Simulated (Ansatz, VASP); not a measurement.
**One calculation of MnS, two programs**

POSCAR

```
MnS
1.0
    0.0000000000      2.7055780572      2.7055780572
    2.7055780572      0.0000000000      2.7055780572
    2.7055780572      2.7055780572      0.0000000000
Mn S
1 1
Direct
    0.0000000000      0.0000000000      0.0000000000
    0.2500000000      0.2500000000      0.2500000000
```

File INCAR.step1:

```
PREC     = Accurate       # precision mode
ENCUT    = 520            # plane-wave cutoff, eV
ISMEAR   = 0              # smearing method
SIGMA    = 0.02           # smearing width, eV
LREAL    = F              # projectors in reciprocal space
LASPH    = T              # aspherical terms in the spheres
NELM     = 150            # most SCF steps
ISPIN    = 2              # spin polarisation
MAGMOM   = 4.76 0.12      # initial moments
LMAXMIX  = 4              # l up to which the mixer works
NBANDS   = 20             # bands
GGA      = PE             # functional
ALGO     = Normal         # electronic algorithm
EDIFF    = 1E-4           # SCF threshold, eV
LWAVE    = T              # write WAVECAR
LCHARG   = F              # write CHGCAR
```

INCAR.step2

```
PREC     = Accurate       # precision mode
ENCUT    = 520            # plane-wave cutoff, eV
EDIFF    = 1E-6           # SCF threshold, eV
ISMEAR   = 0              # smearing method
SIGMA    = 0.02           # smearing width, eV
LREAL    = F              # projectors in reciprocal space
LASPH    = T              # aspherical terms in the spheres
NELM     = 150            # most SCF steps
ALGO     = Normal         # electronic algorithm
ISIF     = 2              # what is computed and relaxed
LWAVE    = F              # write WAVECAR
LCHARG   = T              # write CHGCAR
ISPIN    = 2              # spin polarisation
MAGMOM   = 4.76 0.12      # initial moments
LORBIT   = 11             # projections on sites
LMAXMIX  = 4              # l up to which the mixer works
METAGGA  = R2SCAN         # meta-GGA
LMIXTAU  = T            
LELF     = T              # ELF
LVHAR    = T            
NBANDS   = 20             # bands
ISTART   = 1
```

The input KPOINTS:

```
Automatic mesh
0
Gamma
  12 12 12
```

Input for Ansatz:

```yaml
crystal:
  lattice:
    - [0.0, 2.7055780572, 2.7055780572]
    - [2.7055780572, 0.0, 2.7055780572]
    - [2.7055780572, 2.7055780572, 0.0]
  atoms:
    - { symbol: Mn, position: [0.0, 0.0, 0.0], spin: 4.76 }
    - { symbol: S, position: [0.25, 0.25, 0.25], spin: 0.12 }
basis:
  ecutwfc: 500
kpoints:
  mp_grid: { grid: [12, 12, 12] }
hamiltonian:
  xc: r2scan
scf:
  occupations: { method: gaussian, width: 0.02 }
output:
  forces: true
  stress: true
  eigenvalues: true
  populations: true
magnetization:
  spin_polarized: true
```

Alike in both runs: task single point; functional r2SCAN; k mesh 12 × 12 × 12; occupations gaussian, width 0.02 eV; collinear spin.

|  | VASP | Ansatz |
| --- | --- | --- |
| version | VASP 6.6.1 | Ansatz 0.2.0 |
| potentials or method | VASP PAW PBE potentials, release 64 (Mn_pv, S), cutoff 520 eV | scalar-relativistic, plane waves, PAW |
| valence electrons in the cell | 19 | 21 |

```tsv
	VASP	Ansatz	Ansatz less VASP
gap on the k mesh at the Fermi level (eV)	none	none	-
pressure (GPa)	10.7	10.7	+0.05
net moment per atom (μB)	2.49	2.49	+0.001
size of the moment on the site where the two differ most (μB)	4.41	4.18	-0.224
```

VASP's potentials were made for PBE, not for r2SCAN. Site moments also hang on the region over which each program counts them. A gap of «none» marks a metal or a gap that the smearing closes. The functional is the same, so the differences come from potentials, cutoffs and numerics. VASP's potentials hold 19 valence electrons a cell and Ansatz's 21, so a difference there can come from the potentials and not from the codes. Ansatz's warnings: stability check not made.
